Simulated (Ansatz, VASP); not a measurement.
# Two plane-wave programs on CaO

File INCAR:

```
SYSTEM = CaO
PREC     = Accurate       ! precision mode
ENCUT    = 600            ! plane-wave cutoff, eV
EDIFF    = 1E-7           ! SCF threshold, eV
ISMEAR   = 0              ! smearing method
SIGMA    = 0.1            ! smearing width, eV
LREAL    = .FALSE.        ! projectors in reciprocal space
LASPH    = .TRUE.         ! aspherical terms in the spheres
NELM     = 120            ! most SCF steps
ALGO     = Normal         ! electronic algorithm
ISIF     = 3              ! what is computed and relaxed
LWAVE    = .FALSE.        ! write WAVECAR
LCHARG   = .FALSE.        ! write CHGCAR
GGA      = PE             ! functional
IBRION   = 2              ! ionic algorithm
NSW      = 80             ! ionic steps
EDIFFG   = -0.025         ! ionic threshold
GGA_COMPAT= .FALSE.      
NELMIN   = 4
```

Contents of KPOINTS:

```
Automatic mesh
0
G
  4 4 4
  0 0 0
```

Contents of POSCAR:

```
CaO
1.0
    2.4689210464      2.4112316072      0.0489382168
    2.4723000945     -2.3167342216      4.6740948060
    2.3190195854     -2.3592065798     -4.6186907306
Ca O
4 4
Direct
    0.0120024575      0.2560013336      0.7193508845
    0.5232584609      0.7311749404      0.8023261843
    0.5181264082      0.2494564556      0.2230315384
    0.0286661778      0.7332557732      0.2392707127
    0.4304144480      0.0173541440      0.5551363065
   -0.0234177645      0.4852428767      0.4621121456
    0.0416431996      0.0263622801      0.0166744281
    0.4693066126      0.5011521964      0.9820977999
```

Input for Ansatz:

```yaml
crystal:
  lattice:
    - [2.4689210464, 2.4112316072, 0.0489382168]
    - [2.4723000945, -2.3167342216, 4.674094806]
    - [2.3190195854, -2.3592065798, -4.6186907306]
  atoms:
    - { symbol: Ca, position: [0.0120024575, 0.2560013336, 0.7193508845] }
    - { symbol: Ca, position: [0.5232584609, 0.7311749404, 0.8023261843] }
    - { symbol: Ca, position: [0.5181264082, 0.2494564556, 0.2230315384] }
    - { symbol: Ca, position: [0.0286661778, 0.7332557732, 0.2392707127] }
    - { symbol: O, position: [0.430414448, 0.017354144, 0.5551363065] }
    - { symbol: O, position: [-0.0234177645, 0.4852428767, 0.4621121456] }
    - { symbol: O, position: [0.0416431996, 0.0263622801, 0.0166744281] }
    - { symbol: O, position: [0.4693066126, 0.5011521964, 0.9820977999] }
basis:
  ecutwfc: 420
kpoints:
  mp_grid: { grid: [4, 4, 4] }
hamiltonian:
  xc: pbe
scf:
  occupations: { method: gaussian, width: 0.1 }
  lower_state_search: "off"
output:
  forces: true
  stress: true
  eigenvalues: true
relax:
  adjacent_minimum: "off"
  f_tol: 0.025
  max_steps: 60
  cell: { stress_tol: 0.25 }
```

Change from the starting cell: cell x4, atoms moved at random (sigma 0.15 Å) and cell strained at random (1.5 %), then relaxed without symmetry.

Alike in both runs: task relaxation of cell and atoms; functional PBE; k mesh 4 × 4 × 4; occupations gaussian, width 0.1 eV; no spin polarisation.

```csv
,VASP,Ansatz
version,VASP 6.6.1,Ansatz 0.2.0
potentials or method,"VASP PAW PBE potentials, release 64 (Ca_sv, O), cutoff 600 eV","scalar-relativistic, plane waves, PAW"
valence electrons in the cell,64,64
```

```csv
,VASP,Ansatz,Ansatz less VASP
"gap on the k mesh at the Fermi level, each at its own relaxed structure (eV)",3.64,3.66,+0.016
relaxed volume (Å³/atom),14.16,14.09,-0.075
relaxed cell length with the largest relative difference (Å),5.926,5.915,-0.0111
```

The k mesh is coarse, so the values compare programs but aren't converged.
